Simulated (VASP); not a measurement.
# NiO (Fm-3m) in VASP: single point with PBE+U

Aim: the single point of NiO with PBE+U.

All numbers are computed with VASP 6.6.1; they aren't measurements. Logs are shortened: lines on timing, memory, paths and dates and some standing lists are left out, and cuts for length are marked.

### Step 1. The cell of the first run

It takes space group Fm-3m (No. 225, cubic). The conventional cell has a = 4.253 Å, b = 4.253 Å, c = 4.253 Å, α = 90.00°, β = 90.00°, γ = 90.00°. Ni (site symmetry m-3m) has 6 O at 2.13 Å within 2.8 Å. O (site symmetry m-3m) has 6 Ni at 2.13 Å within 2.8 Å.

### Step 2. Single point, PBE+U, collinear spin, ferromagnetic start

INCAR

```
PREC = Accurate
ENCUT = 600
EDIFF = 1E-6
ISMEAR = -1
SIGMA = 0.1
LREAL = F
LASPH = T
NELM = 200
ALGO = Normal
ISIF = 2
LWAVE = F
LCHARG = F
ISPIN = 2
MAGMOM = 1.84 0.3
LORBIT = 11
LMAXMIX = 4
LDAU = T
LDAUTYPE = 2
LDAUL = 2 -1
LDAUU = 3 0
LDAUJ = 0 0
LDAUPRINT = 1
GGA = PE
NBANDS = 19
GGA_COMPAT = F
```

KPOINTS

```
Automatic mesh
0
Gamma
  4 4 4
```

POSCAR

```
NiO
1.0
    0.0000000000      2.1267000000      2.1267000000
    2.1267000000      0.0000000000      2.1267000000
    2.1267000000      2.1267000000      0.0000000000
Ni O
1 1
Direct
    0.0000000000      0.0000000000      0.0000000000
    0.5000000000      0.5000000000      0.5000000000
```

Potentials or basis: VASP PAW PBE potentials, release 64 (Ni, O).

Launch:

```console
cat potpaw_PBE.64/Ni/POTCAR potpaw_PBE.64/O/POTCAR > POTCAR
mpirun -np 1 vasp_std > vasp.out
```

OUTCAR:

```text
PREC = Accurate
   ENCUT = 600
   EDIFF = 1E-6
   ISMEAR = -1
   LREAL = F
   LASPH = T
   NELM = 200
   ISIF = 2
   ISPIN = 2
   LORBIT = 11
   GGA = PE

 ion  position               nearest neighbor table
   1  0.000  0.000  0.000-   2 2.13   2 2.13   2 2.13   2 2.13   2 2.13   2 2.13
   2  0.500  0.500  0.500-   1 2.13   1 2.13   1 2.13   1 2.13   1 2.13   1 2.13

  LATTYP: Found a face centered cubic cell.
 ALAT       =     4.2534000000

  Lattice vectors:

 A1 = (   0.0000000000,   2.1267000000,   2.1267000000)
 A2 = (   2.1267000000,   0.0000000000,   2.1267000000)
 A3 = (   2.1267000000,   2.1267000000,   0.0000000000)

Analysis of symmetry for initial positions (statically):
=====================================================================
 Subroutine PRICEL returns:
 Original cell was already a primitive cell.

 Routine SETGRP: Setting up the symmetry group for a
 face centered cubic supercell.

 Subroutine GETGRP returns: Found 48 space group operations
 (whereof 48 operations were pure point group operations)
 out of a pool of 48 trial point group operations.

The static configuration has the point symmetry O_h .

Analysis of symmetry for dynamics (positions and initial velocities):
=====================================================================
 Subroutine PRICEL returns:
 Original cell was already a primitive cell.

 Routine SETGRP: Setting up the symmetry group for a
 face centered cubic supercell.

 Subroutine GETGRP returns: Found 48 space group operations
 (whereof 48 operations were pure point group operations)
 out of a pool of 48 trial point group operations.

The dynamic configuration has the point symmetry O_h .

Analysis of structural, dynamic, and magnetic symmetry:
=====================================================================
 Subroutine PRICEL returns:
 Original cell was already a primitive cell.

 Routine SETGRP: Setting up the symmetry group for a
 face centered cubic supercell.

 Subroutine GETGRP returns: Found 48 space group operations
 (whereof 48 operations were pure point group operations)
 out of a pool of 48 trial point group operations.

The overall configuration has the point symmetry O_h .

 Subroutine INISYM returns: Found 48 space group operations
 (whereof 48 operations are pure point group operations),
 and found     1 'primitive' translations

----------------------------------------------------------------------------------------

                                     Primitive cell

  volume of cell :      19.2375

  direct lattice vectors                    reciprocal lattice vectors
     0.000000000  2.126700000  2.126700000    -0.235106033  0.235106033  0.235106033
     2.126700000  0.000000000  2.126700000     0.235106033 -0.235106033  0.235106033
     2.126700000  2.126700000  0.000000000     0.235106033  0.235106033 -0.235106033

  length of vectors
     3.007607983  3.007607983  3.007607983     0.407215594  0.407215594  0.407215594

  position of ions in fractional coordinates (direct lattice)
     0.000000000  0.000000000  0.000000000
     0.500000000  0.500000000  0.500000000

  ion indices of the primitive-cell ions
   primitive index   ion index
                 1           1
                 2           2

----------------------------------------------------------------------------------------

 KPOINTS: Automatic mesh

Automatic generation of k-mesh.
 Grid dimensions read from file:
 generate k-points for:    4    4    4

 Generating k-lattice:
[... 52 lines left out ...]
   ISYM   =      2    0-nonsym 1-usesym 2-fastsym
   POTIM  = 0.5000    time-step for ionic-motion
   TEBEG  =    0.0;   TEEND  =   0.0 temperature during run
   PSTRESS=    0.0 pullay stress
   NELECT =      16.0000    total number of electrons
   NUPDOWN=      -1.0000    fix difference up-down
   EMIN   =  10.00;   EMAX   =-10.00  energy-range for DOS
   EFERMI =   0.00;   METHOD = LEGACY
   ISMEAR =    -1;   SIGMA  =   0.10  broadening in eV -4-tet -1-fermi 0-gaus
   EFERMI_NEDOS =   21; number of points for ismear=-14 and -15
   IALGO  =     38    algorithm
   IMIX   =      4    mixing-type and parameters
     AMIX     =   0.40;   BMIX     =  1.00
     AMIX_MAG =   1.60;   BMIX_MAG =  1.00
  volume/ion in A,a.u.               =       9.62        64.91
  Fermi-wavevector in a.u.,A,eV,Ry     =   1.539567  2.909360 32.249435  2.370267
  Thomas-Fermi vector in A             =   2.645777
   LORBIT       =     11    0 simple, 1 ext, 2 COOP (PROOUT), +10 PAW based schemes
 LDA+U is selected, type is set to LDAUTYPE =  2
   angular momentum for each species LDAUL =     2   -1
   U (eV)           for each species LDAUU =   3.0  0.0
   J (eV)           for each species LDAUJ =   0.0  0.0
   GGA     = PE    functional components
   LHFCALC =     F    Hartree Fock is set to
   AEXX    =    0.0000 exact exchange contribution
   IVDW    =     0    specifies the selected vdW correction
   LEPSILON=     F    determine dielectric tensor
   LRPA    =     F    only Hartree local field effects (RPA)
 spin polarized calculation
  energy-cutoff  :      600.00
  volume of cell :       19.24
 maximum number of plane-waves:       648
   NGX = 13   NGY = 13   NGZ = 13

atom =   1  type =  1  l = 2

 onsite density matrix

spin component  1

  0.9726  0.0000  0.0000 -0.0000  0.0000
  0.0000  0.9726  0.0000  0.0000 -0.0000
  0.0000  0.0000  1.0149 -0.0000 -0.0000
 -0.0000  0.0000 -0.0000  0.9726  0.0000
  0.0000 -0.0000 -0.0000  0.0000  1.0149

spin component  2

  0.9696  0.0000 -0.0000 -0.0000  0.0000
  0.0000  0.9696  0.0000  0.0000 -0.0000
 -0.0000  0.0000  0.1714 -0.0000 -0.0000
 -0.0000  0.0000 -0.0000  0.9696  0.0000
  0.0000 -0.0000 -0.0000  0.0000  0.1714

 occupancies and eigenvectors

  o =  0.1714  v =  0.0000  0.0000  0.0000  0.0000  0.0000  0.0000  0.0000  0.0130  0.0000  0.9999      0.0000  0.0000  0.0000  0.0000  0.0000  0.0000  0.0000  0.0000  0.0000  0.0000
  o =  0.1714  v =  0.0000  0.0000  0.0000  0.0000  0.0000  0.0000  0.0000  0.9999 -0.0000 -0.0130      0.0000  0.0000  0.0000  0.0000  0.0000  0.0000  0.0000  0.0000  0.0000  0.0000
  o =  0.9696  v =  0.0000  0.0000  0.0000  0.0000  0.0000  1.0000  0.0000  0.0000  0.0000  0.0000      0.0000  0.0000  0.0000  0.0000  0.0000  0.0000  0.0000  0.0000  0.0000  0.0000
  o =  0.9696  v =  0.0000  0.0000  0.0000  0.0000  0.0000  0.0000 -0.9945  0.0000  0.1048  0.0000      0.0000  0.0000  0.0000  0.0000  0.0000  0.0000  0.0000  0.0000  0.0000  0.0000
  o =  0.9696  v =  0.0000  0.0000  0.0000  0.0000  0.0000  0.0000  0.1048 -0.0000  0.9945 -0.0000      0.0000  0.0000  0.0000  0.0000  0.0000  0.0000  0.0000  0.0000  0.0000  0.0000
  o =  0.9726  v =  0.0000 -0.1105  0.0000 -0.9939 -0.0000  0.0000  0.0000  0.0000  0.0000  0.0000      0.0000  0.0000  0.0000  0.0000  0.0000  0.0000  0.0000  0.0000  0.0000  0.0000
  o =  0.9726  v =  1.0000  0.0000  0.0000  0.0000  0.0000  0.0000  0.0000  0.0000  0.0000  0.0000      0.0000  0.0000  0.0000  0.0000  0.0000  0.0000  0.0000  0.0000  0.0000  0.0000
  o =  0.9726  v =  0.0000  0.9939 -0.0000 -0.1105 -0.0000  0.0000  0.0000  0.0000  0.0000  0.0000      0.0000  0.0000  0.0000  0.0000  0.0000  0.0000  0.0000  0.0000  0.0000  0.0000
  o =  1.0149  v =  0.0000  0.0000  0.9966  0.0000  0.0823  0.0000  0.0000  0.0000  0.0000  0.0000      0.0000  0.0000  0.0000  0.0000  0.0000  0.0000  0.0000  0.0000  0.0000  0.0000
  o =  1.0149  v =  0.0000 -0.0000  0.0823  0.0000 -0.9966  0.0000  0.0000  0.0000  0.0000  0.0000      0.0000  0.0000  0.0000  0.0000  0.0000  0.0000  0.0000  0.0000  0.0000  0.0000

 number of electron      16.0000014 magnetization       1.9987526

 Free energy of the ion-electron system (eV)
  ---------------------------------------------------
  ext. energy  EPLUGINS =         0.00000000
  ---------------------------------------------------
  free energy    TOTEN  =       -10.69694399 eV

  energy without entropy =      -10.69613225  energy(sigma->0) =      -10.69653812

 E-fermi :   7.1100     XC(G=0): -12.3401

 val. band max:        6.5549770713   @ k =   0.5000   0.0000   0.0000
 cond. band min:       7.5370538848   @ k =   0.0000   0.0000   0.0000
 fundamental gap:      0.9820768136
 Fermi energy:         7.1100069827

 spin component 1

 k-point     1 :       0.0000    0.0000    0.0000
  band No.  band energies     occupation
      1     -12.4795      1.00000
      2       1.9978      1.00000
      3       1.9979      1.00000
      4       2.8607      1.00000
      5       2.8608      1.00000
      6       2.8608      1.00000
[... 152 lines left out ...]
      5       2.6788      1.00000
      6       3.6689      1.00000
[... 11 lines left out ...]
     18      39.2408      0.00000
     19      41.9338      0.00000
 Fermi energy:         7.1100069827

 spin component 2

 k-point     1 :       0.0000    0.0000    0.0000
  band No.  band energies     occupation
      1     -12.0650      1.00000
      2       3.8133      1.00000
      3       3.8137      1.00000
      4       3.8139      1.00000
      5       5.1291      1.00000
      6       5.1291      1.00000
[... 153 lines left out ...]
      6       4.7879      1.00000
[... 11 lines left out ...]
     18      39.3101      0.00000
     19      42.3347      0.00000

------------------------ aborting loop because EDIFF is reached ----------------------------------------

  FORCE on cell =-STRESS in cart. coord.  units (eV):
  Direction    XX          YY          ZZ          XY          YZ          ZX
  --------------------------------------------------------------------------------------
  -------------------------------------------------------------------------------------
  Total       -0.5557170     -0.5557170     -0.5557170      0.0000000      0.0000000     -0.0000000
  in kB      -46.2823673    -46.2823673    -46.2823673      0.0000000      0.0000000     -0.0000000
  external PRESSURE =     -46.2823673 kB  Pullay stress =       0.0000000 kB

 VOLUME and BASIS-vectors are now :
 -----------------------------------------------------------------------------
  energy-cutoff  :      600.00
  volume of cell :       19.24
      direct lattice vectors                 reciprocal lattice vectors
     0.000000000  2.126700000  2.126700000    -0.235106033  0.235106033  0.235106033
     2.126700000  0.000000000  2.126700000     0.235106033 -0.235106033  0.235106033
     2.126700000  2.126700000  0.000000000     0.235106033  0.235106033 -0.235106033

 POSITION                                       TOTAL-FORCE (eV/Angst)
 -----------------------------------------------------------------------------------
      0.00000      0.00000      0.00000        -0.000000     -0.000000     -0.000000
      2.12670      2.12670      2.12670         0.000000      0.000000      0.000000
 -----------------------------------------------------------------------------------
    total drift:                                0.000000     -0.000000     -0.000000

  FREE ENERGIE OF THE ION-ELECTRON SYSTEM (eV)
  ---------------------------------------------------
  free  energy   TOTEN  =       -10.6969439859 eV

  energy  without entropy=      -10.6961322503  energy(sigma->0) =      -10.69653812

 total charge

# of ion       s       p       d       tot
------------------------------------------
    1        0.322   0.377   8.176   8.876
    2        1.546   3.440   0.000   4.986
--------------------------------------------------
tot          1.868   3.818   8.176  13.862

 magnetization (x)

# of ion       s       p       d       tot
------------------------------------------
    1        0.011   0.012   1.696   1.719
    2        0.022   0.226   0.000   0.248
--------------------------------------------------
tot          0.033   0.238   1.696   1.967
```

Wall time 5.5 s (1 thread of Intel Xeon 6975P-C (Granite Rapids), shared host); peak memory 0.13 GiB.

What came out:

```
Free energy                                           : -10.6969 eV
Pressure                                              : -4.6 GPa
Band gap on the k mesh                                : 0.98 eV, indirect (least direct gap 1.82 eV)
Net moment                                            : 2.00 μB per cell
Site moments                                          : Ni +1.72; O +0.25 μB
Valence electrons inside the program's atomic spheres : Ni 8.88; O 4.99
```

Eigenvalues of the final occupation matrices:
```
    site  spin  trace               eigenvalues
site 1 d     1   4.95  0.97 0.97 0.97 1.01 1.01
site 1 d     2   3.25  0.17 0.17 0.97 0.97 0.97
```

Caveat: the k points lie up to 0.64 Å⁻¹ apart; a cell with one magnetic atom can't hold antiferromagnetic order, which such compounds often take. A k mesh can miss the band edges.
